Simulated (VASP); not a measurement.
# MoS2 (Fm-3m) in VASP: further runs

MoS2 is run at these levels: PBE+U; tasks: single point.

All numbers are computed with VASP 6.6.1; they aren't measurements. Logs are shortened: lines on timing, memory, paths and dates and some standing lists are left out, and cuts for length are marked.

### 1 The cell of the first run

It takes space group Fm-3m (No. 225, cubic). Conventional cell: a = 5.992 Å, b = 5.992 Å, c = 5.992 Å, α = 90.00°, β = 90.00°, γ = 90.00°. Mo (site symmetry m-3m) has 8 S at 2.59 Å within 3.4 Å. S (site symmetry -43m) has 4 Mo at 2.59 Å and 6 S at 3.00 Å within 3.4 Å.

### 2 Single point, PBE+U, collinear spin, ferromagnetic start

Contents of INCAR:

```
SYSTEM = MoS2
ALGO = Normal
EDIFF = 1E-6
ENCUT = 520
GGA = PE
ISIF = 2
ISMEAR = 0
ISPIN = 2
LASPH = .TRUE.
LCHARG = .FALSE.
LDAU = .TRUE.
LDAUJ = 0.7 0
LDAUL = 2 -1
LDAUPRINT = 1
LDAUTYPE = 1
LDAUU = 5 0
LMAXMIX = 4
LORBIT = 11
LREAL = .FALSE.
LWAVE = .FALSE.
MAGMOM = 2 0 0
NBANDS = 24
NELM = 150
PREC = Accurate
SIGMA = 0.05
```

Contents of KPOINTS:

```
k-points
0
G
  6 6 6
  0 0 0
```

Contents of POSCAR:

```
MoS2
1.0
    0.0000000000      2.9959514200      2.9959514200
    2.9959514200      0.0000000000      2.9959514200
    2.9959514200      2.9959514200      0.0000000000
Mo S
1 2
Direct
    0.0000000000      0.0000000000      0.0000000000
    0.2500000000      0.2500000000      0.2500000000
    0.7500000000      0.7500000000      0.7500000000
```

Potentials or basis: VASP PAW PBE potentials, release 64 (Mo_sv, S).

On the command line:

```console
cat potpaw_PBE.64/Mo_sv/POTCAR potpaw_PBE.64/S/POTCAR > POTCAR
mpirun -np 1 vasp_std > vasp.out
```

OUTCAR:

```text
SYSTEM = MoS2
   EDIFF = 1E-6
   ENCUT = 520
   GGA = PE
   ISIF = 2
   ISMEAR = 0
   ISPIN = 2
   LASPH = .TRUE.
   LORBIT = 11
   LREAL = .FALSE.
   NELM = 150
   PREC = Accurate

 ion  position               nearest neighbor table
   1  0.000  0.000  0.000-   3 2.59   3 2.59   3 2.59   2 2.59   2 2.59   2 2.59   3 2.59   2 2.59

   2  0.250  0.250  0.250-   1 2.59   1 2.59   1 2.59   1 2.59
   3  0.750  0.750  0.750-   1 2.59   1 2.59   1 2.59   1 2.59

  LATTYP: Found a face centered cubic cell.
 ALAT       =     5.9919028400

  Lattice vectors:

 A1 = (   0.0000000000,   2.9959514200,   2.9959514200)
 A2 = (   2.9959514200,   0.0000000000,   2.9959514200)
 A3 = (   2.9959514200,   2.9959514200,   0.0000000000)

Analysis of symmetry for initial positions (statically):
=====================================================================
 Subroutine PRICEL returns:
 Original cell was already a primitive cell.

 Routine SETGRP: Setting up the symmetry group for a
 face centered cubic supercell.

 Subroutine GETGRP returns: Found 48 space group operations
 (whereof 48 operations were pure point group operations)
 out of a pool of 48 trial point group operations.

The static configuration has the point symmetry O_h .

Analysis of symmetry for dynamics (positions and initial velocities):
=====================================================================
 Subroutine PRICEL returns:
 Original cell was already a primitive cell.

 Routine SETGRP: Setting up the symmetry group for a
 face centered cubic supercell.

 Subroutine GETGRP returns: Found 48 space group operations
 (whereof 48 operations were pure point group operations)
 out of a pool of 48 trial point group operations.

The dynamic configuration has the point symmetry O_h .

Analysis of structural, dynamic, and magnetic symmetry:
=====================================================================
 Subroutine PRICEL returns:
 Original cell was already a primitive cell.

 Routine SETGRP: Setting up the symmetry group for a
 face centered cubic supercell.

 Subroutine GETGRP returns: Found 48 space group operations
 (whereof 48 operations were pure point group operations)
 out of a pool of 48 trial point group operations.

The overall configuration has the point symmetry O_h .
[... 162 lines left out ...]
  o =  0.3670  v =  0.0000 -0.1475 -0.0000  0.9891 -0.0000  0.0000  0.0000  0.0000  0.0000  0.0000      0.0000  0.0000  0.0000  0.0000  0.0000  0.0000  0.0000  0.0000  0.0000  0.0000
  o =  0.3670  v =  0.0000 -0.9891 -0.0000 -0.1475  0.0000  0.0000  0.0000  0.0000  0.0000  0.0000      0.0000  0.0000  0.0000  0.0000  0.0000  0.0000  0.0000  0.0000  0.0000  0.0000
  o =  0.8457  v =  0.0000 -0.0000  0.9996 -0.0000 -0.0284  0.0000  0.0000  0.0000  0.0000  0.0000      0.0000  0.0000  0.0000  0.0000  0.0000  0.0000  0.0000  0.0000  0.0000  0.0000
  o =  0.8457  v =  0.0000 -0.0000  0.0284  0.0000  0.9996  0.0000  0.0000  0.0000  0.0000  0.0000      0.0000  0.0000  0.0000  0.0000  0.0000  0.0000  0.0000  0.0000  0.0000  0.0000

 number of electron      26.0000002 magnetization       1.9765269

 Free energy of the ion-electron system (eV)
  ---------------------------------------------------
  ext. energy  EPLUGINS =         0.00000000
  ---------------------------------------------------
  free energy    TOTEN  =       -16.20134813 eV

  energy without entropy =      -16.20110354  energy(sigma->0) =      -16.20122584

 E-fermi :   8.6708     XC(G=0): -10.8552

 val. band max:        8.6325866938   @ k =   0.5000   0.5000   0.0000
 cond. band min:       8.7069138733   @ k =   0.5000   0.5000   0.0000
 fundamental gap:      0.0743271795
 Fermi energy:         8.6708183730

 spin component 1

 k-point     1 :       0.0000    0.0000    0.0000
  band No.  band energies     occupation
      1     -54.7480      1.00000
      2     -28.8422      1.00000
      3     -28.8421      1.00000
      4     -28.8421      1.00000
      5      -7.1083      1.00000
      6      -2.8710      1.00000
[... 421 lines left out ...]
     23      19.3584      0.00000
     24      20.9851      0.00000
 Fermi energy:         8.6708183730

 spin component 2

 k-point     1 :       0.0000    0.0000    0.0000
  band No.  band energies     occupation
      1     -53.4820      1.00000
      2     -27.4351      1.00000
      3     -27.4351      1.00000
      4     -27.4351      1.00000
      5      -7.1151      1.00000
      6      -3.0026      1.00000
[... 421 lines left out ...]
     23      19.5154      0.00000
     24      21.4287      0.00000

------------------------ aborting loop because EDIFF is reached ----------------------------------------

  FORCE on cell =-STRESS in cart. coord.  units (eV):
  Direction    XX          YY          ZZ          XY          YZ          ZX
  --------------------------------------------------------------------------------------
  -------------------------------------------------------------------------------------
  Total        1.3075726      1.3075726      1.3075726      0.0000000      0.0000000     -0.0000000
  in kB       38.9531078     38.9531078     38.9531078      0.0000000      0.0000000     -0.0000000
  external PRESSURE =      38.9531078 kB  Pullay stress =       0.0000000 kB

 VOLUME and BASIS-vectors are now :
 -----------------------------------------------------------------------------
  energy-cutoff  :      520.00
  volume of cell :       53.78
      direct lattice vectors                 reciprocal lattice vectors
     0.000000000  2.995951420  2.995951420    -0.166891892  0.166891892  0.166891892
     2.995951420  0.000000000  2.995951420     0.166891892 -0.166891892  0.166891892
     2.995951420  2.995951420  0.000000000     0.166891892  0.166891892 -0.166891892

 POSITION                                       TOTAL-FORCE (eV/Angst)
 -----------------------------------------------------------------------------------
      0.00000      0.00000      0.00000         0.000000      0.000000     -0.000000
      1.49798      1.49798      1.49798         0.000000      0.000000      0.000000
      4.49393      4.49393      4.49393        -0.000000     -0.000000     -0.000000
 -----------------------------------------------------------------------------------
    total drift:                                0.000000     -0.000000      0.000000

  FREE ENERGIE OF THE ION-ELECTRON SYSTEM (eV)
  ---------------------------------------------------
  free  energy   TOTEN  =       -16.2013481307 eV

  energy  without entropy=      -16.2011035416  energy(sigma->0) =      -16.20122584

 total charge

# of ion       s       p       d       tot
------------------------------------------
    1        2.253   6.152   3.634  12.039
    2        1.353   2.378   0.000   3.731
    3        1.353   2.378   0.000   3.731
--------------------------------------------------
tot          4.960  10.908   3.634  19.502

 magnetization (x)

# of ion       s       p       d       tot
------------------------------------------
    1        0.035   0.032   1.897   1.964
    2       -0.005  -0.083   0.000  -0.087
    3       -0.005  -0.083   0.000  -0.087
--------------------------------------------------
tot          0.026  -0.134   1.897   1.789
```

OSZICAR:

```text
N       E                     dE             d eps       ncg     rms          rms(c)
DAV:   1     0.172212279455E+03    0.17221E+03   -0.12984E+04  1536   0.102E+03
DAV:   2    -0.107023103111E+02   -0.18291E+03   -0.17553E+03  1912   0.270E+02
DAV:   3    -0.168748878140E+02   -0.61726E+01   -0.61322E+01  1880   0.466E+01
DAV:   4    -0.169278328929E+02   -0.52945E-01   -0.52934E-01  1792   0.477E+00
DAV:   5    -0.169286065873E+02   -0.77369E-03   -0.77359E-03  1904   0.568E-01    0.174E+01
DAV:   6    -0.163642406259E+02    0.56437E+00   -0.16554E+01  1568   0.196E+01    0.999E+00
DAV:   7    -0.161990222406E+02    0.16522E+00   -0.26567E+00  1552   0.841E+00    0.587E+00
DAV:   8    -0.161941995991E+02    0.48226E-02   -0.84412E-02  1856   0.167E+00    0.290E+00
DAV:   9    -0.162013007443E+02   -0.71011E-02   -0.23446E-02  1720   0.910E-01    0.407E-01
DAV:  10    -0.162007741930E+02    0.52655E-03   -0.80008E-03  1760   0.429E-01    0.124E-01
DAV:  11    -0.162011005563E+02   -0.32636E-03   -0.32109E-04  1768   0.943E-02    0.738E-02
DAV:  12    -0.162013279043E+02   -0.22735E-03   -0.21548E-04  1704   0.729E-02    0.216E-02
DAV:  13    -0.162013445910E+02   -0.16687E-04   -0.28054E-05  1776   0.279E-02    0.107E-02
DAV:  14    -0.162013464962E+02   -0.19053E-05   -0.13659E-06  1640   0.585E-03    0.618E-03
DAV:  15    -0.162013479855E+02   -0.14892E-05   -0.20174E-06  1496   0.581E-03    0.148E-03
DAV:  16    -0.162013481307E+02   -0.14527E-06   -0.22853E-07  1384   0.237E-03
   1 F= -.16201348E+02 E0= -.16201226E+02  d E =-.244589E-03  mag=     1.9765
```

stdout:

```text
POSCAR found type information on POSCAR MoS
 POSCAR found :  2 types and       3 ions
 scaLAPACK will be used
 LDA part: xc-table for (Slater+PW92), standard interpolation
 POSCAR, INCAR and KPOINTS ok, starting setup
 FFT: planning ... GRIDC
 FFT: planning ... GRID_SOFT
 FFT: planning ... GRID
 WAVECAR not read
 entering main loop
```

It took 37 s on 1 thread of Intel Xeon Platinum 8259CL at 2.50GHz (Skylake/Cascade Lake), shared host; peak memory 0.21 GiB.

Results:

| Property | Result |
| --- | --- |
| Free energy | -16.2013 eV |
| Pressure | 3.9 GPa |
| Band gap on the k mesh | zero (filled and empty bands overlap) |
| Net moment | 1.98 μB per cell |
| Site moments | Mo +1.96; S -0.09 μB |
| Valence electrons inside the program's atomic spheres | Mo 12.04; S 3.73 |

Levels at points of the mesh, in eV from the Fermi level:
Spin up:
```csv
k point,band 10,band 11,band 12,band 13,band 14,band 15,band 16,band 17,band 18,band 19
"(0.00, 0.00, 0.00)",-4.52,-4.52,-1.38,-1.38,-1.38,2.69,2.69,2.69,3.87,3.87
"(0.50, 0.00, 0.00)",-3.78,-3.71,-3.71,-3.62,-3.62,0.12,2.07,2.07,5.92,7.21
"(0.50, 0.50, 0.00)",-3.97,-3.74,-3.42,-3.42,0.04,0.18,2.20,2.20,3.55,6.42
```
Spin down:
```tsv
k point	band 8	band 9	band 10	band 11	band 12	band 13	band 14	band 15	band 16	band 17
(0.00, 0.00, 0.00)	-6.35	-6.35	-1.44	-1.44	-1.44	0.34	0.34	3.41	3.41	3.41
(0.50, 0.00, 0.00)	-5.37	-4.41	-3.80	-3.70	-3.70	0.42	0.42	1.03	3.80	3.80
(0.50, 0.50, 0.00)	-5.70	-5.70	-2.89	-2.89	-0.08	-0.04	1.15	1.74	2.57	2.57
```

Eigenvalues of the final occupation matrices:
```
    site  spin  trace               eigenvalues
site 1 d     1   2.79  0.37 0.37 0.37 0.85 0.85
site 1 d     2   0.88  0.04 0.04 0.27 0.27 0.27
```

The state reached can hang on the start; a lower one may exist.

### 3 Single point, PBE+U, collinear spin, ferrimagnetic start

Contents of INCAR:

```
SYSTEM = MoS2
PREC     = Accurate       ! precision mode
ENCUT    = 520            ! plane-wave cutoff, eV
EDIFF    = 1E-6           ! SCF threshold, eV
ISMEAR   = 0              ! smearing method
SIGMA    = 0.05           ! smearing width, eV
LREAL    = .FALSE.        ! projectors in reciprocal space
LASPH    = .TRUE.         ! aspherical terms in the spheres
NELM     = 150            ! most SCF steps
ALGO     = Normal         ! electronic algorithm
ISIF     = 2              ! what is computed and relaxed
LWAVE    = .FALSE.        ! write WAVECAR
LCHARG   = .FALSE.        ! write CHGCAR
ISPIN    = 2              ! spin polarisation
MAGMOM   = -1.87 0.12 0.12 ! initial moments
LORBIT   = 11             ! projections on sites
LMAXMIX  = 4              ! l up to which the mixer works
LDAU     = .TRUE.         ! DFT+U
LDAUTYPE = 1            
LDAUL    = 2 -1           ! shell
LDAUU    = 5 0            ! U, eV
LDAUJ    = 0.7 0        
LDAUPRINT= 1            
GGA      = PE             ! functional
NBANDS   = 24             ! bands
```

Contents of KPOINTS:

```
Automatic mesh
0
G
  6 6 6
  0 0 0
```

POSCAR is that of step 2.

Potentials or basis: VASP PAW PBE potentials, release 64 (Mo_sv, S).

On the command line:

```console
cat potpaw_PBE.64/Mo_sv/POTCAR potpaw_PBE.64/S/POTCAR > POTCAR
mpirun -np 1 vasp_std > vasp.out
```

Run time: 36 s. Hardware: 1 thread of Intel Xeon Platinum 8259CL at 2.50GHz (Skylake/Cascade Lake), shared host; peak memory 0.21 GiB.

It converged, with:

* Free energy: -16.2013 eV
* Pressure: 3.9 GPa
* Band gap on the k mesh: zero (filled and empty bands overlap)
* Net moment: -1.98 μB per cell
* Site moments: Mo -1.96; S +0.09 μB
* Valence electrons inside the program's atomic spheres: Mo 12.04; S 3.73

Levels at points of the mesh, in eV from the Fermi level:
Spin up:
| k point | band 10 | band 11 | band 12 | band 13 | band 14 | band 15 |
| --- | --- | --- | --- | --- | --- | --- |
| (0.00, 0.00, 0.00) | -1.44 | -1.44 | -1.44 | 0.34 | 0.34 | 3.41 |
| (0.50, 0.00, 0.00) | -3.80 | -3.70 | -3.70 | 0.42 | 0.42 | 1.03 |
| (0.50, 0.50, 0.00) | -2.89 | -2.89 | -0.08 | -0.04 | 1.15 | 1.74 |
Spin down:
| k point | band 11 | band 12 | band 13 | band 14 | band 15 | band 16 | band 17 | band 18 |
| --- | --- | --- | --- | --- | --- | --- | --- | --- |
| (0.00, 0.00, 0.00) | -4.52 | -1.38 | -1.38 | -1.38 | 2.69 | 2.69 | 2.69 | 3.87 |
| (0.50, 0.00, 0.00) | -3.71 | -3.71 | -3.62 | -3.62 | 0.12 | 2.07 | 2.07 | 5.92 |
| (0.50, 0.50, 0.00) | -3.74 | -3.42 | -3.42 | 0.04 | 0.18 | 2.20 | 2.20 | 3.55 |

Eigenvalues of the final occupation matrices:
```
    site  spin  trace               eigenvalues
site 1 d     1   0.88  0.04 0.04 0.27 0.27 0.27
site 1 d     2   2.79  0.37 0.37 0.37 0.85 0.85
```

The state reached can hang on the start; a lower one may exist.
